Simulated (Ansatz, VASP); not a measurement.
**ZnS: VASP beside Ansatz**

The input POSCAR:

```
ZnS
1.0
   -3.8109987816      0.0000000000      0.0000000000
   -1.9054993908     -3.3004217586      0.0000000000
   -5.2403138746     -3.0254966261     12.4680000000
Zn S
4 4
Direct
   -0.2659592917     -0.2659592917      0.6537500000
    0.1923907083      0.1923907083      0.1537500000
   -0.1618009583     -0.1618009583      0.9037500000
    0.2965490417      0.2965490417      0.4037500000
   -0.4424240417     -0.4424240417      0.8462500000
    0.0159259583      0.0159259583      0.3462500000
    0.5784342917      0.5784342917      0.0962500000
    0.1200842917      0.1200842917      0.5962500000
```

File INCAR.step1:

```
ALGO = Normal ; EDIFF = 1E-4
ENCUT = 520 ; GGA = PE
ISMEAR = 0 ; LASPH = T
LCHARG = F ; LREAL = F
LWAVE = T ; NBANDS = 46
NELM = 80 ; PREC = Accurate
SIGMA = 0.05
```

Contents of INCAR.step2:

```
ALGO = Normal ; EDIFF = 1E-6
ENCUT = 520 ; ISIF = 2
ISMEAR = 0 ; ISTART = 1
LASPH = T ; LCHARG = F
LMIXTAU = T ; LREAL = F
LWAVE = F ; METAGGA = R2SCAN
NBANDS = 46 ; NELM = 80
PREC = Accurate ; SIGMA = 0.05
```

File KPOINTS:

```
k-points
0
Gamma
  7 7 2
```

Input for Ansatz:

```yaml
crystal:
  lattice:
    - [-3.8109987816, 0.0, 0.0]
    - [-1.9054993908, -3.3004217586, 0.0]
    - [-5.2403138746, -3.0254966261, 12.468]
  atoms:
    - { symbol: Zn, position: [-0.2659592917, -0.2659592917, 0.65375] }
    - { symbol: Zn, position: [0.1923907083, 0.1923907083, 0.15375] }
    - { symbol: Zn, position: [-0.1618009583, -0.1618009583, 0.90375] }
    - { symbol: Zn, position: [0.2965490417, 0.2965490417, 0.40375] }
    - { symbol: S, position: [-0.4424240417, -0.4424240417, 0.84625] }
    - { symbol: S, position: [0.0159259583, 0.0159259583, 0.34625] }
    - { symbol: S, position: [0.5784342917, 0.5784342917, 0.09625] }
    - { symbol: S, position: [0.1200842917, 0.1200842917, 0.59625] }
basis:
  ecutwfc: 500
kpoints:
  mp_grid: { grid: [7, 7, 2] }
hamiltonian:
  xc: r2scan
scf:
  occupations: { method: gaussian, width: 0.05 }
output:
  forces: true
  stress: true
  eigenvalues: true
```

Alike in both runs: task single point; functional r2SCAN; k mesh 7 × 7 × 2; occupations gaussian, width 0.05 eV; no spin polarisation.

```csv
,VASP,Ansatz
version,VASP 6.6.1,Ansatz 0.2.0
potentials or method,"VASP PAW PBE potentials, release 64 (Zn, S), cutoff 520 eV","scalar-relativistic, plane waves, PAW"
valence electrons in the cell,72,72
```

VASP gave:

```
gap on the k mesh at the Fermi level (eV)                     : 2.66
least direct gap on the mesh (eV)                             : 2.66
pressure (GPa)                                                : 0.0
traceless stress, the component that is largest in VASP (GPa) : -1.21
rms of the force components (eV/Å)                            : 0.221
```

Task: What did Ansatz give for the same quantities?

Result: gap on the k mesh at the Fermi level (eV): 2.65; least direct gap on the mesh (eV): 2.65; pressure (GPa): 0.0; traceless stress, the component that is largest in VASP (GPa): -1.20; rms of the force components (eV/Å): 0.220.

VASP's potentials were made for PBE, not for r2SCAN. Atom by atom the forces differ by 0.006 eV/Å (rms over components). With one functional, cell and mesh, what is left measures potentials, basis and numerics.
